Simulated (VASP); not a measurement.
Set up this calculation in VASP 6.6.1, as the native input.

| Quantity | Value |
| --- | --- |
| Task | single point |
| Functional | PBE |
| Potentials or basis | VASP PAW PBE potentials, release 64 (Zn, S) |
| Cutoff | 520 eV |
| k mesh | 12 × 12 × 2 |
| Occupations | fermi-dirac, width 0.02 eV |
| Spin | no spin polarisation |
| Dipole correction | no |
| Further INCAR settings | ALGO = Normal; EDIFF = 1e-07; NBANDS = 46 |

The structure of ZnS lies in POSCAR:

```
ZnS
1.0
    3.8076376105      0.0000000000      0.0000000000
   -1.9038188052      3.2975108991      0.0000000000
    0.0000000000      0.0000000000     12.4659011170
Zn S
4 4
Direct
    0.6666666667      0.3333333333      0.7500670996
    0.3333333333      0.6666666667      0.2500670996
    0.0000000000      0.0000000000      0.5001049786
    0.0000000000      0.0000000000      0.0001049786
    0.6666666667      0.3333333333      0.9375878845
    0.3333333333      0.6666666667      0.4375878845
    0.0000000000      0.0000000000      0.6872390373
    0.0000000000      0.0000000000      0.1872390373
```

The input as run:

INCAR

```
SYSTEM = ZnS
PREC = Accurate
ENCUT = 520
EDIFF = 1E-7
ISMEAR = -1
SIGMA = 0.02
LREAL = .False.
LASPH = .True.
NELM = 100
ALGO = Normal
ISIF = 2
LWAVE = .False.
LCHARG = .True.
GGA = PE
LELF = .True.
LVHAR = .True.
NBANDS = 46
```

KPOINTS

```
regular mesh
0
Gamma
  12 12 2
  0 0 0
```

Potentials or basis: VASP PAW PBE potentials, release 64 (Zn, S).

Command:

```sh
$ cat potpaw_PBE.64/Zn/POTCAR potpaw_PBE.64/S/POTCAR > POTCAR
$ mpirun -np 1 vasp_std > vasp.out
```

Results of the run:

* Pressure: 2.4 GPa
* Largest force: 0.003 eV/Å
* Band gap on the k mesh: 2.19 eV

Run time: 3.2 min on 1 thread of Intel(R) Xeon(R) 6975P-C (Granite Rapids), on a shared host, peak memory 0.38 GiB.
